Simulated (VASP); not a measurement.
# CoO in VASP: further runs

CoO is run at these levels: PBE+U; tasks: relaxation of shape and atoms at fixed volume, single point.

Everything below comes from runs of VASP 6.6.1. Logs are shortened: lines on timing, memory, paths and dates and some standing lists are left out, and cuts for length are marked.

## (1) The cell of the first run

The structure is hexagonal, space group P6_3/mmc (No. 194). Conventional cell: a = 3.181 Å, b = 3.181 Å, c = 4.433 Å, α = 90.00°, β = 90.00°, γ = 120.00°. Within 2.8 Å of Co (site symmetry -3m) lie 6 O at 2.14 to 2.15 Å and 2 Co at 2.22 Å. O (site symmetry -6m2) has 6 Co at 2.14 to 2.15 Å and 6 O at 2.88 Å within 2.9 Å.

## (2) Relaxation of shape and atoms at fixed volume, PBE+U, collinear spin, ferromagnetic start

The input, INCAR:

```
  PREC = Accurate
  ENCUT = 600
  EDIFF = 1E-7
  ISMEAR = 0
  SIGMA = 0.05
  LREAL = F
  LASPH = T
  NELM = 200
  ALGO = Normal
  ISIF = 4
  LWAVE = F
  LCHARG = F
  ISPIN = 2
  MAGMOM = 1.76 2.53 0 0
  LORBIT = 11
  LMAXMIX = 4
  LDAU = T
  LDAUTYPE = 2
  LDAUL = 2 -1
  LDAUU = 3.3 0
  LDAUJ = 0 0
  LDAUPRINT = 1
  GGA = PE
  IBRION = 2
  NSW = 60
  EDIFFG = -0.04
  GGA_COMPAT = F
  NELMIN = 4
```

The input, KPOINTS:

```
regular mesh
0
Gamma
  8 8 4
```

The input, POSCAR:

```
CoO
1.0
    3.1808582796      0.0000000000      0.0000000000
   -1.5904291398      2.7547040760      0.0000000000
    0.0000000000      0.0000000000      4.4333377072
Co O
2 2
Direct
    0.0000000000      0.0000000000      0.0000000000
    0.0000000000      0.0000000000      0.5000000000
    0.3333333333      0.6666666667      0.2500000000
    0.6666666667      0.3333333333      0.7500000000
```

Potentials or basis: VASP PAW PBE potentials, release 64 (Co, O).

Command:

```console
cat potpaw_PBE.64/Co/POTCAR potpaw_PBE.64/O/POTCAR > POTCAR
mpirun -np 1 vasp_std > vasp.out
```

OUTCAR:

```text
PREC = Accurate
   ENCUT = 600
   EDIFF = 1E-7
   ISMEAR = 0
   LREAL = F
   LASPH = T
   NELM = 200
   ISIF = 4
   ISPIN = 2
   LORBIT = 11
   GGA = PE
   IBRION = 2
   NSW = 60
   EDIFFG = -0.04
   NELMIN = 4

 ion  position               nearest neighbor table
   1  0.000  0.000  0.000-   3 2.14   4 2.14   4 2.15   3 2.15   4 2.15   3 2.15   2 2.22   2 2.22

   2  0.000  0.000  0.500-   3 2.14   4 2.14   4 2.15   3 2.15   4 2.15   3 2.15   1 2.22   1 2.22

   3  0.333  0.667  0.250-   1 2.14   2 2.14   1 2.15   2 2.15   1 2.15   2 2.15
   4  0.667  0.333  0.750-   1 2.14   2 2.14   1 2.15   2 2.15   1 2.15   2 2.15

  LATTYP: Found a hexagonal cell.
 ALAT       =     3.1808582796
 C/A-ratio  =     1.3937551810

  Lattice vectors:

 A1 = (   3.1808582796,   0.0000000000,   0.0000000000)
 A2 = (  -1.5904291398,   2.7547040760,   0.0000000000)
 A3 = (   0.0000000000,   0.0000000000,   4.4333377072)

Analysis of symmetry for initial positions (statically):
=====================================================================
 Subroutine PRICEL returns:
 Original cell was already a primitive cell.

 Routine SETGRP: Setting up the symmetry group for a
 hexagonal supercell.

 Subroutine GETGRP returns: Found 24 space group operations
 (whereof 12 operations were pure point group operations)
 out of a pool of 24 trial point group operations.

The static configuration has the point symmetry D_3d.
 The point group associated with its full space group is D_6h.

Analysis of symmetry for dynamics (positions and initial velocities):
=====================================================================
 Subroutine PRICEL returns:
 Original cell was already a primitive cell.

 Routine SETGRP: Setting up the symmetry group for a
 hexagonal supercell.

 Subroutine GETGRP returns: Found 24 space group operations
 (whereof 12 operations were pure point group operations)
 out of a pool of 24 trial point group operations.

The dynamic configuration has the point symmetry D_3d.
 The point group associated with its full space group is D_6h.

Analysis of structural, dynamic, and magnetic symmetry:
=====================================================================
 Subroutine PRICEL returns:
 Original cell was already a primitive cell.

 Routine SETGRP: Setting up the symmetry group for a
 hexagonal supercell.

 Subroutine GETGRP returns: Found 12 space group operations
 (whereof 12 operations were pure point group operations)
 out of a pool of 24 trial point group operations.

The overall configuration has the point symmetry D_3d.

 Subroutine INISYM returns: Found 12 space group operations
 (whereof 12 operations are pure point group operations),
 and found     1 'primitive' translations

----------------------------------------------------------------------------------------

                                     Primitive cell

  volume of cell :      38.8463

  direct lattice vectors                    reciprocal lattice vectors
     3.180858280  0.000000000  0.000000000     0.314380558  0.181507700  0.000000000
    -1.590429140  2.754704076  0.000000000     0.000000000  0.363015399  0.000000000
     0.000000000  0.000000000  4.433337707     0.000000000  0.000000000  0.225563687

  length of vectors
     3.180858280  3.180858280  4.433337707     0.363015399  0.363015399  0.225563687

  position of ions in fractional coordinates (direct lattice)
     0.000000000  0.000000000  0.000000000
     0.000000000  0.000000000  0.500000000
     0.333333333  0.666666667  0.250000000
     0.666666667  0.333333333  0.750000000

  ion indices of the primitive-cell ions
   primitive index   ion index
                 1           1
                 2           2
                 3           3
                 4           4

----------------------------------------------------------------------------------------

[... 85 lines left out ...]
   EFERMI_NEDOS =   21; number of points for ismear=-14 and -15
   IALGO  =     38    algorithm
   IMIX   =      4    mixing-type and parameters
     AMIX     =   0.40;   BMIX     =  1.00
     AMIX_MAG =   1.60;   BMIX_MAG =  1.00
  volume/ion in A,a.u.               =       9.71        65.54
  Fermi-wavevector in a.u.,A,eV,Ry     =   1.501984  2.838338 30.694132  2.255955
  Thomas-Fermi vector in A             =   2.613283
   LORBIT       =     11    0 simple, 1 ext, 2 COOP (PROOUT), +10 PAW based schemes
 LDA+U is selected, type is set to LDAUTYPE =  2
   angular momentum for each species LDAUL =     2   -1
   U (eV)           for each species LDAUU =   3.3  0.0
   J (eV)           for each species LDAUJ =   0.0  0.0
   GGA     = PE    functional components
   LHFCALC =     F    Hartree Fock is set to
   AEXX    =    0.0000 exact exchange contribution
   IVDW    =     0    specifies the selected vdW correction
   LEPSILON=     F    determine dielectric tensor
   LRPA    =     F    only Hartree local field effects (RPA)
 conjugate gradient relaxation of ions
 spin polarized calculation
 Gauss-broadening in eV      SIGMA  =   0.05
  energy-cutoff  :      600.00
  volume of cell :       38.85
 maximum number of plane-waves:      1310
 NGX is ok and might be reduce to    28
   NGX = 13   NGY = 13   NGZ = 17

--------------------------------------- Ionic step        1  -------------------------------------------

 number of electron      30.0000007 magnetization       5.9962631

 Free energy of the ion-electron system (eV)
  ---------------------------------------------------
  ext. energy  EPLUGINS =         0.00000000
  ---------------------------------------------------
  free energy    TOTEN  =       -22.41484390 eV

  energy without entropy =      -22.40892135  energy(sigma->0) =      -22.41188263

------------------------ aborting loop because EDIFF is reached ----------------------------------------

  FORCE on cell =-STRESS in cart. coord.  units (eV):
  Direction    XX          YY          ZZ          XY          YZ          ZX
  --------------------------------------------------------------------------------------
  -------------------------------------------------------------------------------------
  Total       -2.6779050     -2.6779050      9.2409238      0.0000000     -0.0000000      0.0000000
  in kB     -110.4474406   -110.4474406    381.1324150      0.0000000     -0.0000000      0.0000000
  external PRESSURE =      53.4125112 kB  Pullay stress =       0.0000000 kB
[... 171 lines left out ...]
  FREE ENERGIE OF THE ION-ELECTRON SYSTEM (eV)
  ---------------------------------------------------
  free  energy   TOTEN  =       -23.3288453784 eV

  energy  without entropy=      -23.3229461793  energy(sigma->0) =      -23.32589578

atom =   1  type =  1  l = 2

 onsite density matrix

spin component  1

  0.9789 -0.0000  0.0000 -0.0206 -0.0000
 -0.0000  0.9978 -0.0000 -0.0000 -0.0206
  0.0000 -0.0000  0.9722  0.0000  0.0000
 -0.0206 -0.0000  0.0000  0.9978 -0.0000
 -0.0000 -0.0206  0.0000 -0.0000  0.9789

spin component  2

  0.5135  0.0000 -0.0000  0.4036 -0.0000
  0.0000  0.5611  0.0000 -0.0000  0.4036
 -0.0000  0.0000  0.0924 -0.0000  0.0000
  0.4036 -0.0000 -0.0000  0.5611  0.0000
 -0.0000  0.4036  0.0000  0.0000  0.5135

 occupancies and eigenvectors

  o =  0.0924  v =  0.0000  0.0000  0.0000  0.0000  0.0000 -0.0000  0.0000  1.0000  0.0000 -0.0000      0.0000  0.0000  0.0000  0.0000  0.0000  0.0000  0.0000  0.0000  0.0000  0.0000
  o =  0.1330  v =  0.0000  0.0000  0.0000  0.0000  0.0000 -0.7276  0.0001 -0.0000  0.6860 -0.0001      0.0000  0.0000  0.0000  0.0000  0.0000  0.0000  0.0000  0.0000  0.0000  0.0000
  o =  0.1330  v =  0.0000  0.0000  0.0000  0.0000  0.0000 -0.0001 -0.6860  0.0000  0.0001  0.7276      0.0000  0.0000  0.0000  0.0000  0.0000  0.0000  0.0000  0.0000  0.0000  0.0000
  o =  0.9416  v =  0.0000  0.0000  0.0000  0.0000  0.0000 -0.6860 -0.0000 -0.0000 -0.7276 -0.0000      0.0000  0.0000  0.0000  0.0000  0.0000  0.0000  0.0000  0.0000  0.0000  0.0000
  o =  0.9416  v =  0.0000  0.0000  0.0000  0.0000  0.0000  0.0000 -0.7276 -0.0000  0.0000 -0.6860      0.0000  0.0000  0.0000  0.0000  0.0000  0.0000  0.0000  0.0000  0.0000  0.0000
  o =  0.9657  v = -0.8414  0.0000  0.0000 -0.5403 -0.0000  0.0000  0.0000  0.0000  0.0000  0.0000      0.0000  0.0000  0.0000  0.0000  0.0000  0.0000  0.0000  0.0000  0.0000  0.0000
  o =  0.9657  v =  0.0000  0.5403 -0.0000 -0.0000  0.8414  0.0000  0.0000  0.0000  0.0000  0.0000      0.0000  0.0000  0.0000  0.0000  0.0000  0.0000  0.0000  0.0000  0.0000  0.0000
  o =  0.9722  v =  0.0000 -0.0000 -1.0000 -0.0000 -0.0000  0.0000  0.0000  0.0000  0.0000  0.0000      0.0000  0.0000  0.0000  0.0000  0.0000  0.0000  0.0000  0.0000  0.0000  0.0000
  o =  1.0110  v =  0.5403  0.0000  0.0000 -0.8414 -0.0000  0.0000  0.0000  0.0000  0.0000  0.0000      0.0000  0.0000  0.0000  0.0000  0.0000  0.0000  0.0000  0.0000  0.0000  0.0000
  o =  1.0110  v =  0.0000 -0.8414  0.0000  0.0000  0.5403  0.0000  0.0000  0.0000  0.0000  0.0000      0.0000  0.0000  0.0000  0.0000  0.0000  0.0000  0.0000  0.0000  0.0000  0.0000

atom =   2  type =  1  l = 2

 onsite density matrix

spin component  1

  0.9817  0.0000 -0.0000  0.0204 -0.0000
  0.0000  0.9996  0.0000  0.0000  0.0204
 -0.0000  0.0000  0.9675  0.0000  0.0000
  0.0204  0.0000  0.0000  0.9996 -0.0000
 -0.0000  0.0204  0.0000 -0.0000  0.9817

spin component  2

  0.4091 -0.0000 -0.0000 -0.1637  0.0000
 -0.0000  0.2594 -0.0000 -0.0000 -0.1637
 -0.0000 -0.0000  0.8927  0.0000  0.0000
 -0.1637 -0.0000  0.0000  0.2594  0.0000
  0.0000 -0.1637  0.0000  0.0000  0.4091

 occupancies and eigenvectors

  o =  0.1542  v =  0.0000  0.0000  0.0000  0.0000  0.0000 -0.5405 -0.0000  0.0000 -0.8414 -0.0000      0.0000  0.0000  0.0000  0.0000  0.0000  0.0000  0.0000  0.0000  0.0000  0.0000
  o =  0.1542  v =  0.0000  0.0000  0.0000  0.0000  0.0000  0.0000 -0.8414  0.0000  0.0000 -0.5405      0.0000  0.0000  0.0000  0.0000  0.0000  0.0000  0.0000  0.0000  0.0000  0.0000
  o =  0.5142  v =  0.0000  0.0000  0.0000  0.0000  0.0000  0.8414 -0.0000 -0.0000 -0.5405  0.0000      0.0000  0.0000  0.0000  0.0000  0.0000  0.0000  0.0000  0.0000  0.0000  0.0000
  o =  0.5142  v =  0.0000  0.0000  0.0000  0.0000  0.0000 -0.0000 -0.5405 -0.0000  0.0000  0.8414      0.0000  0.0000  0.0000  0.0000  0.0000  0.0000  0.0000  0.0000  0.0000  0.0000
  o =  0.8927  v =  0.0000  0.0000  0.0000  0.0000  0.0000  0.0000  0.0000 -1.0000 -0.0000 -0.0000      0.0000  0.0000  0.0000  0.0000  0.0000  0.0000  0.0000  0.0000  0.0000  0.0000
  o =  0.9675  v =  0.0000 -0.0000 -1.0000 -0.0000  0.0000  0.0000  0.0000  0.0000  0.0000  0.0000      0.0000  0.0000  0.0000  0.0000  0.0000  0.0000  0.0000  0.0000  0.0000  0.0000
  o =  0.9684  v = -0.8374  0.0000 -0.0000  0.5466 -0.0000  0.0000  0.0000  0.0000  0.0000  0.0000      0.0000  0.0000  0.0000  0.0000  0.0000  0.0000  0.0000  0.0000  0.0000  0.0000
  o =  0.9684  v =  0.0000 -0.5466  0.0000  0.0000  0.8374  0.0000  0.0000  0.0000  0.0000  0.0000      0.0000  0.0000  0.0000  0.0000  0.0000  0.0000  0.0000  0.0000  0.0000  0.0000
  o =  1.0129  v = -0.5466  0.0000  0.0000 -0.8374  0.0000  0.0000  0.0000  0.0000  0.0000  0.0000      0.0000  0.0000  0.0000  0.0000  0.0000  0.0000  0.0000  0.0000  0.0000  0.0000
  o =  1.0129  v =  0.0000  0.8374  0.0000  0.0000  0.5466  0.0000  0.0000  0.0000  0.0000  0.0000      0.0000  0.0000  0.0000  0.0000  0.0000  0.0000  0.0000  0.0000  0.0000  0.0000

--------------------------------------- Ionic step        6  -------------------------------------------

 number of electron      30.0000002 magnetization       6.0000000

 Free energy of the ion-electron system (eV)
  ---------------------------------------------------
  ext. energy  EPLUGINS =         0.00000000
  ---------------------------------------------------
  free energy    TOTEN  =       -23.32919517 eV

  energy without entropy =      -23.32328809  energy(sigma->0) =      -23.32624163

 E-fermi :   7.2782     XC(G=0): -12.3205

 val. band max:        7.2690808649   @ k =   0.2500   0.0000   0.5000
 cond. band min:       7.2800256356   @ k =   0.2500   0.2500   0.2500
 fundamental gap:      0.0109447706
 Fermi energy:         7.2781804144

 spin component 1

 k-point     1 :       0.0000    0.0000    0.0000
  band No.  band energies     occupation
      1     -12.1246      1.00000
      2     -11.0224      1.00000
      3      -0.5598      1.00000
      4       0.8952      1.00000
      5       0.8952      1.00000
      6       1.7586      1.00000
[... 1178 lines left out ...]
  FREE ENERGIE OF THE ION-ELECTRON SYSTEM (eV)
  ---------------------------------------------------
  free  energy   TOTEN  =       -23.3291951687 eV

  energy  without entropy=      -23.3232880923  energy(sigma->0) =      -23.32624163

 reached required accuracy - stopping structural energy minimisation

 total charge

# of ion       s       p       d       tot
------------------------------------------
    1        0.307   0.376   7.143   7.827
    2        0.316   0.390   7.135   7.841
    3        1.551   3.444   0.000   4.995
    4        1.551   3.444   0.000   4.995
--------------------------------------------------
tot          3.725   7.655  14.278  25.657

 magnetization (x)

# of ion       s       p       d       tot
------------------------------------------
    1        0.016   0.015   2.682   2.712
    2        0.013   0.012   2.700   2.725
    3        0.024   0.229   0.000   0.253
    4        0.024   0.229   0.000   0.253
--------------------------------------------------
tot          0.076   0.486   5.382   5.944
```

Run time: 8.9 min. Hardware: 1 thread of Oxide Virtual Turin-like, shared host; peak memory 0.19 GiB.

What came out:

```
Free energy                                           : -23.3292 eV
Energy gained by relaxing                             : 228.6 meV/atom
Ionic steps                                           : 6
Pressure after relaxing                               : 0.5 GPa
Band gap on the k mesh                                : zero (filled and empty bands overlap)
Net moment                                            : 6.00 μB per cell
Site moments                                          : Co +2.71, +2.73; O +0.25 μB
Valence electrons inside the program's atomic spheres : Co 7.83, 7.84; O 5.00
```

Step by step:
| step | energy change (eV) | largest force (eV/Å) | pressure (GPa) | volume (Å³) |
| --- | --- | --- | --- | --- |
| 1 | 0.0000 | 0.2892 | 5.34 | 38.85 |
| 2 | -0.7810 | 0.0365 | 2.52 | 38.85 |
| 3 | -0.8968 | 0.3113 | -0.15 | 38.85 |
| 4 | -0.9103 | 0.2292 | 0.58 | 38.85 |
| 5 | -0.9140 | 0.0660 | 0.51 | 38.85 |
| 6 | -0.9144 | 0.0013 | 0.50 | 38.85 |

Final structure:
```yaml
crystal:
  lattice:
    - [2.94901, 0.00000, 0.00000]
    - [-1.47450, 2.55391, 0.00000]
    - [0.00000, 0.00000, 5.15785]
  atoms:
    - { symbol: Co, position: [0.00000, 0.00000, 0.00000] }
    - { symbol: Co, position: [0.00000, 0.00000, 0.50000] }
    - { symbol: O, position: [0.33333, 0.66667, 0.25157] }
    - { symbol: O, position: [0.66667, 0.33333, 0.74843] }
```

Levels at points of the mesh, in eV from the Fermi level:
Spin up:
| k point | band 14 | band 15 | band 16 | band 17 | band 18 | band 19 | band 20 | band 21 |
| --- | --- | --- | --- | --- | --- | --- | --- | --- |
| (0.00, 0.00, 0.00) | -2.45 | -2.16 | -2.16 | -0.22 | -0.22 | 1.52 | 6.10 | 9.14 |
| (0.50, 0.00, 0.00) | -3.07 | -2.96 | -2.42 | -0.56 | -0.18 | 6.35 | 8.33 | 8.43 |
| (0.00, 0.00, 0.50) | -3.02 | -1.00 | -1.00 | -0.97 | -0.97 | 4.24 | 4.26 | 11.25 |
| (0.50, 0.00, 0.50) | -2.90 | -1.45 | -1.43 | -1.38 | -1.33 | 6.20 | 6.23 | 10.12 |
Spin down:
```
           k point  band 10  band 11  band 12  band 13  band 14  band 15
(0.00, 0.00, 0.00)    -1.68    -1.68    -0.38    -0.38     1.91     1.98
(0.50, 0.00, 0.00)    -1.35    -0.86    -0.02     0.29     2.15     2.33
(0.00, 0.00, 0.50)    -1.82    -1.46    -0.24    -0.24     1.29     2.82
(0.50, 0.00, 0.50)    -1.63    -0.75    -0.06     0.30     1.94     2.95
```

Eigenvalues of the final occupation matrices:
```csv
site,spin,trace,eigenvalues
site 1 d,1,4.93,0.97 0.97 0.97 1.01 1.01
site 1 d,2,2.24,0.09 0.13 0.13 0.94 0.94
site 2 d,1,4.93,0.97 0.97 0.97 1.01 1.01
site 2 d,2,2.23,0.15 0.15 0.51 0.51 0.89
```

Caveat: a cell axis changed by over 15 % at a fixed basis, so the end point is rough.

## (3) Single point, PBE+U, collinear spin, ferromagnetic start (9.61 Å³/atom)

This run uses another cell than the first one, of 9.61 Å³/atom.

The input, INCAR:

```
PREC = Accurate
ENCUT = 600
EDIFF = 1E-6
ISMEAR = 0
SIGMA = 0.05
LREAL = F
LASPH = T
NELM = 200
ALGO = Normal
ISIF = 2
LWAVE = F
LCHARG = T
ISPIN = 2
MAGMOM = 1.48 2.68 0 0
LORBIT = 11
LMAXMIX = 4
LDAU = T
LDAUTYPE = 2
LDAUL = 2 -1
LDAUU = 3.3 0
LDAUJ = 0 0
LDAUPRINT = 1
GGA = PE
LELF = T
LVHAR = T
NBANDS = 27
GGA_COMPAT = F
```

The input, KPOINTS:

```
Automatic mesh
0
Gamma
  12 12 6
```

The input, POSCAR:

```
CoO
1.0
    2.9737535982      0.0000000000      0.0000000000
   -1.4868767991      2.5753461607      0.0000000000
    0.0000000000      0.0000000000      5.0206744634
Co O
2 2
Direct
    0.0000000000      0.0000000000      0.0000000000
    0.0000000000      0.0000000000      0.5000000000
    0.3333333333      0.6666666667      0.2454700019
    0.6666666667      0.3333333333      0.7545299981
```

Potentials or basis: VASP PAW PBE potentials, release 64 (Co, O).

Command:

```console
cat potpaw_PBE.64/Co/POTCAR potpaw_PBE.64/O/POTCAR > POTCAR
mpirun -np 1 vasp_std > vasp.out
```

Run time: 3.9 min. Hardware: 1 thread of Oxide Virtual Turin-like, shared host; peak memory 0.28 GiB.

Results (log left out):

- Free energy: -23.7223 eV
- Pressure: 7.7 GPa
- Largest force: 0.360 eV/Å
- Band gap on the k mesh: zero (filled and empty bands overlap)
- Net moment: 5.99 μB per cell
- Site moments: Co +2.71; O +0.25 μB
- Valence electrons inside the program's atomic spheres: Co 7.90, 7.85; O 5.00

Forces in eV/Å, atoms in the order of the input:
```
Co   0.000  0.000  0.000
Co   0.000  0.000  0.000
O    0.000  0.000  0.360
O    0.000  0.000 -0.360
```

Stress tensor (GPa, compression positive):
```
 2.64  0.00  0.00
 0.00  2.64  0.00
 0.00  0.00 17.71
```

Levels at points of the mesh, in eV from the Fermi level:
Spin up:
| k point | band 16 | band 17 | band 18 | band 19 | band 20 | band 21 |
| --- | --- | --- | --- | --- | --- | --- |
| (0.00, 0.00, 0.00) | -2.19 | -0.01 | -0.01 | 1.69 | 5.85 | 9.73 |
| (0.50, 0.00, 0.00) | -2.38 | -0.40 | 0.00 | 6.53 | 8.26 | 8.89 |
| (0.00, 0.00, 0.50) | -0.94 | -0.75 | -0.75 | 4.27 | 4.47 | 11.48 |
| (0.50, 0.00, 0.50) | -1.33 | -1.26 | -1.10 | 6.40 | 6.42 | 10.27 |
Spin down:
```csv
k point,band 8,band 9,band 10,band 11,band 12,band 13,band 14,band 15,band 16,band 17
"(0.00, 0.00, 0.00)",-1.96,-1.74,-1.74,-1.44,-1.44,-0.09,2.04,2.04,2.35,3.27
"(0.50, 0.00, 0.00)",-2.95,-1.98,-1.70,-1.11,-0.53,1.24,2.57,2.58,2.96,3.98
"(0.00, 0.00, 0.50)",-2.69,-1.87,-1.87,-1.72,-1.72,1.29,1.48,3.07,3.07,3.33
"(0.50, 0.00, 0.50)",-3.61,-1.80,-1.62,-0.79,-0.62,1.93,2.05,3.08,3.20,3.31
```

Eigenvalues of the final occupation matrices:
| site | spin | trace | eigenvalues |
| --- | --- | --- | --- |
| site 1 d | 1 | 4.94 | 0.97 0.97 0.97 1.02 1.02 |
| site 1 d | 2 | 2.26 | 0.08 0.14 0.14 0.95 0.95 |
| site 2 d | 1 | 4.93 | 0.97 0.97 0.97 1.01 1.01 |
| site 2 d | 2 | 2.25 | 0.08 0.14 0.14 0.95 0.95 |

Caveat: the stress differs along the axes, from 3 to 18 GPa. The state reached can hang on the start; a lower one may exist.

(Part 1 of 2 ends here.)
